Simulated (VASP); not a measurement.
# NaCuH3 (Pm-3m) in VASP: settings compared

NaCuH3 is run at these levels: LDA, r2SCAN; tasks: single point.

All numbers are computed with VASP 6.6.1; they aren't measurements. Logs are shortened: lines on timing, memory, paths and dates and some standing lists are left out, and cuts for length are marked.

### 1 The cell of the first run

The structure is cubic, space group Pm-3m (No. 221). The conventional cell has a = 3.504 Å, b = 3.504 Å, c = 3.504 Å, α = 90.00°, β = 90.00°, γ = 90.00°. Within 3.3 Å of Na (site symmetry m-3m) lie 12 H at 2.48 Å and 8 Cu at 3.03 Å. Cu (site symmetry m-3m) has 6 H at 1.75 Å within 2.3 Å. Within 2.3 Å of H (site symmetry 4/mmm) lie 2 Cu at 1.75 Å.

### 2 Single point, LDA

INCAR reads:

```
SYSTEM = NaCuH3
ALGO = Normal
EDIFF = 1E-7
ENCUT = 520
GGA = CA
ISIF = 2
ISMEAR = 0
LASPH = .TRUE.
LCHARG = .FALSE.
LREAL = .FALSE.
LWAVE = .FALSE.
NBANDS = 18
NELM = 60
PREC = Accurate
SIGMA = 0.1
```

KPOINTS reads:

```
k-points
0
G
  10 10 10
  0 0 0
```

POSCAR reads:

```
NaCuH3
1.0
    3.5039547167      0.0000000000      0.0000000000
    0.0000000000      3.5039547167      0.0000000000
    0.0000000000      0.0000000000      3.5039547167
Na Cu H
1 1 3
Direct
    0.5000000000      0.5000000000      0.5000000000
    0.0000000000      0.0000000000      0.0000000000
    0.5000000000      0.0000000000      0.0000000000
    0.0000000000      0.5000000000      0.0000000000
    0.0000000000      0.0000000000      0.5000000000
```

Potentials or basis: VASP PAW LDA potentials, release 64 (Na_pv, Cu, H).

On the command line:

```
$ cat potpaw_LDA.64/Na_pv/POTCAR potpaw_LDA.64/Cu/POTCAR potpaw_LDA.64/H/POTCAR > POTCAR
$ mpirun -np 1 vasp_std > vasp.out
```

OUTCAR:

```text
SYSTEM = NaCuH3
   EDIFF = 1E-7
   ENCUT = 520
   GGA = CA
   ISIF = 2
   ISMEAR = 0
   LASPH = .TRUE.
   LREAL = .FALSE.
   NELM = 60
   PREC = Accurate

 ion  position               nearest neighbor table
   1  0.500  0.500  0.500-
   2  0.000  0.000  0.000-   3 1.75   4 1.75   5 1.75   5 1.75   4 1.75   3 1.75
   3  0.500  0.000  0.000-   2 1.75   2 1.75
   4  0.000  0.500  0.000-   2 1.75   2 1.75
   5  0.000  0.000  0.500-   2 1.75   2 1.75

  LATTYP: Found a simple cubic cell.
 ALAT       =     3.5039547167

  Lattice vectors:

 A1 = (   3.5039547167,   0.0000000000,   0.0000000000)
 A2 = (   0.0000000000,   3.5039547167,   0.0000000000)
 A3 = (   0.0000000000,   0.0000000000,   3.5039547167)

Analysis of symmetry for initial positions (statically):
=====================================================================
 Subroutine PRICEL returns:
 Original cell was already a primitive cell.

 Routine SETGRP: Setting up the symmetry group for a
 simple cubic supercell.

 Subroutine GETGRP returns: Found 48 space group operations
 (whereof 48 operations were pure point group operations)
 out of a pool of 48 trial point group operations.

The static configuration has the point symmetry O_h .

Analysis of symmetry for dynamics (positions and initial velocities):
=====================================================================
 Subroutine PRICEL returns:
 Original cell was already a primitive cell.

 Routine SETGRP: Setting up the symmetry group for a
 simple cubic supercell.

 Subroutine GETGRP returns: Found 48 space group operations
 (whereof 48 operations were pure point group operations)
 out of a pool of 48 trial point group operations.

The dynamic configuration has the point symmetry O_h .

 Subroutine INISYM returns: Found 48 space group operations
 (whereof 48 operations are pure point group operations),
 and found     1 'primitive' translations

[... 94 lines left out ...]
   ISPIN  =      1    spin polarized calculation?
   LNONCOLLINEAR =      F non collinear calculations
   LSORBIT =      F    spin-orbit coupling
   LASPH  =      T    aspherical Exc in radial PAW
   ENCUT  =  520.0 eV  38.22 Ry    6.18 a.u.   6.52  6.52  6.52*2*pi/ulx,y,z
   NELM   =     60;   NELMIN=  2; NELMDL= -5     # of ELM steps
   EDIFF  = 0.1E-06   stopping-criterion for ELM
   LREAL  =      F    real-space projection
   EDIFFG = 0.1E-05   stopping-criterion for IOM
   NSW    =      0    number of steps for IOM
   IBRION =     -1    ionic relax: 0-MD 1-quasi-New 2-CG
   NFREE  =      0    steps in history (QN), initial steepest desc. (CG)
   ISIF   =      2    stress and relaxation
   ISYM   =      2    0-nonsym 1-usesym 2-fastsym
   POTIM  = 0.5000    time-step for ionic-motion
   TEBEG  =    0.0;   TEEND  =   0.0 temperature during run
   PSTRESS=    0.0 pullay stress
   NELECT =      21.0000    total number of electrons
   NUPDOWN=      -1.0000    fix difference up-down
   EMIN   =  10.00;   EMAX   =-10.00  energy-range for DOS
   EFERMI =   0.00;   METHOD = LEGACY
   ISMEAR =     0;   SIGMA  =   0.10  broadening in eV -4-tet -1-fermi 0-gaus
   EFERMI_NEDOS =   21; number of points for ismear=-14 and -15
   IALGO  =     38    algorithm
   IMIX   =      4    mixing-type and parameters
     AMIX     =   0.40;   BMIX     =  1.00
     AMIX_MAG =   1.60;   BMIX_MAG =  1.00
  volume/ion in A,a.u.               =       8.60        58.06
  Fermi-wavevector in a.u.,A,eV,Ry     =   1.289009  2.435875 22.606698  1.661545
  Thomas-Fermi vector in A             =   2.420928
   LORBIT       =      0    0 simple, 1 ext, 2 COOP (PROOUT), +10 PAW based schemes
   GGA     = CA    functional components
   LHFCALC =     F    Hartree Fock is set to
   AEXX    =    0.0000 exact exchange contribution
   IVDW    =     0    specifies the selected vdW correction
   LEPSILON=     F    determine dielectric tensor
   LRPA    =     F    only Hartree local field effects (RPA)
 non-spin polarized calculation
 Gauss-broadening in eV      SIGMA  =   0.10
  energy-cutoff  :      520.00
  volume of cell :       43.02
 maximum number of plane-waves:      1189
 NGX is ok and might be reduce to    28
   NGX = 13   NGY = 13   NGZ = 13

 number of electron      21.0000012 magnetization

 Free energy of the ion-electron system (eV)
  ---------------------------------------------------
  ext. energy  EPLUGINS =         0.00000000
  ---------------------------------------------------
  free energy    TOTEN  =       -17.09415837 eV

  energy without entropy =      -17.09219404  energy(sigma->0) =      -17.09317621

 E-fermi :   2.6931     XC(G=0): -10.2817

 val. band max:        2.6388800630   @ k =   0.3000   0.2000   0.2000
 cond. band min:       2.7979698786   @ k =   0.4000   0.2000   0.2000
 fundamental gap:      0.1590898156
 Fermi energy:         2.6930785732

 k-point     1 :       0.0000    0.0000    0.0000
  band No.  band energies     occupation
      1     -20.8734      2.00000
      2     -20.8734      2.00000
      3     -20.8734      2.00000
      4      -6.4830      2.00000
      5      -2.6619      2.00000
      6      -2.6619      2.00000
[... 481 lines left out ...]
      5      -2.5259      2.00000
      6      -2.4528      2.00000
[... 10 lines left out ...]
     17      14.5870      0.00000
     18      16.2666      0.00000

 [... further k-points ...]

------------------------ aborting loop because EDIFF is reached ----------------------------------------

  FORCE on cell =-STRESS in cart. coord.  units (eV):
  Direction    XX          YY          ZZ          XY          YZ          ZX
  --------------------------------------------------------------------------------------
  -------------------------------------------------------------------------------------
  Total       -1.4515550     -1.4515550     -1.4515550      0.0000000     -0.0000000      0.0000000
  in kB      -54.0590769    -54.0590769    -54.0590769      0.0000000     -0.0000000      0.0000000
  external PRESSURE =     -54.0590769 kB  Pullay stress =       0.0000000 kB

 VOLUME and BASIS-vectors are now :
 -----------------------------------------------------------------------------
  energy-cutoff  :      520.00
  volume of cell :       43.02
      direct lattice vectors                 reciprocal lattice vectors
     3.503954717  0.000000000  0.000000000     0.285391816  0.000000000  0.000000000
     0.000000000  3.503954717  0.000000000     0.000000000  0.285391816  0.000000000
     0.000000000  0.000000000  3.503954717     0.000000000  0.000000000  0.285391816

 POSITION                                       TOTAL-FORCE (eV/Angst)
 -----------------------------------------------------------------------------------
      1.75198      1.75198      1.75198         0.000000      0.000000      0.000000
      0.00000      0.00000      0.00000         0.000000      0.000000      0.000000
      1.75198      0.00000      0.00000         0.000000      0.000000      0.000000
      0.00000      1.75198      0.00000         0.000000      0.000000      0.000000
      0.00000      0.00000      1.75198         0.000000      0.000000      0.000000
 -----------------------------------------------------------------------------------
    total drift:                               -0.000000      0.000000      0.000000

  FREE ENERGIE OF THE ION-ELECTRON SYSTEM (eV)
  ---------------------------------------------------
  free  energy   TOTEN  =       -17.0941583730 eV

  energy  without entropy=      -17.0921940377  energy(sigma->0) =      -17.09317621
```

stdout:

```text
POSCAR found type information on POSCAR NaCuH
 POSCAR found :  3 types and       5 ions
 scaLAPACK will be used
 LDA part: xc-table for (Slater(with rela. corr.)+CA(PZ))
 , standard interpolation
 POSCAR, INCAR and KPOINTS ok, starting setup
 FFT: planning ... GRIDC
 FFT: planning ... GRID_SOFT
 FFT: planning ... GRID
 WAVECAR not read
 entering main loop
```

It took 16 s on 1 thread of Intel Xeon 6975P-C (Granite Rapids), shared host; peak memory 0.16 GiB.

Results:

```yaml
Free_energy: -17.0942 eV
Pressure: -5.4 GPa
Band_gap_on_the_k_mesh: zero (an odd number of electrons rules out a gap without spin polarisation)
```

Caveat: the cell stands under tension.

### 3 Single point, r2SCAN

POSCAR is that of step 2.

INCAR.step1 reads:

```
SYSTEM = NaCuH3
ALGO = Normal
EDIFF = 1E-4
ENCUT = 520
GGA = PE
ISMEAR = 0
LASPH = .TRUE.
LCHARG = .FALSE.
LREAL = .FALSE.
LWAVE = .TRUE.
NBANDS = 18
NELM = 80
PREC = Accurate
SIGMA = 0.1
```

INCAR.step2 reads:

```
SYSTEM = NaCuH3
ALGO = Normal
EDIFF = 1E-6
ENCUT = 520
ISIF = 2
ISMEAR = 0
ISTART = 1
LASPH = .TRUE.
LCHARG = .FALSE.
LMIXTAU = .TRUE.
LREAL = .FALSE.
LWAVE = .FALSE.
METAGGA = R2SCAN
NBANDS = 18
NELM = 80
PREC = Accurate
SIGMA = 0.1
```

KPOINTS is that of step 2.

Potentials or basis: VASP PAW PBE potentials, release 64 (Na_pv, Cu, H).

On the command line:

```
$ cat potpaw_PBE.64/Na_pv/POTCAR potpaw_PBE.64/Cu/POTCAR potpaw_PBE.64/H/POTCAR > POTCAR
$ cp INCAR.step1 INCAR
$ mpirun -np 1 vasp_std > vasp.out
$ cp INCAR.step2 INCAR
$ mpirun -np 1 vasp_std > vasp.out
```

Run time: 65 s. Hardware: 1 thread of Intel Xeon 6975P-C (Granite Rapids), shared host; peak memory 0.19 GiB.

The run converged. Its results:

| Quantity | Value |
| --- | --- |
| Free energy | -25.1763 eV |
| Pressure | -2.7 GPa |
| Band gap on the k mesh | zero (an odd number of electrons rules out a gap without spin polarisation) |

Levels at points of the mesh, in eV from the Fermi level:
```tsv
k point	band 9	band 10	band 11	band 12	band 13	band 14
(0.00, 0.00, 0.00)	-3.23	2.21	2.21	5.50	5.50	5.50
(0.50, 0.00, 0.00)	-3.22	-2.99	2.69	7.09	7.09	7.76
(0.50, 0.50, 0.00)	-3.37	-3.26	-2.23	4.07	8.92	9.60
(0.50, 0.50, 0.50)	-3.65	-3.25	-3.25	1.45	5.52	5.52
```

Caveat: the PAW data sets were made with another functional, which shifts forces and pressure a little.
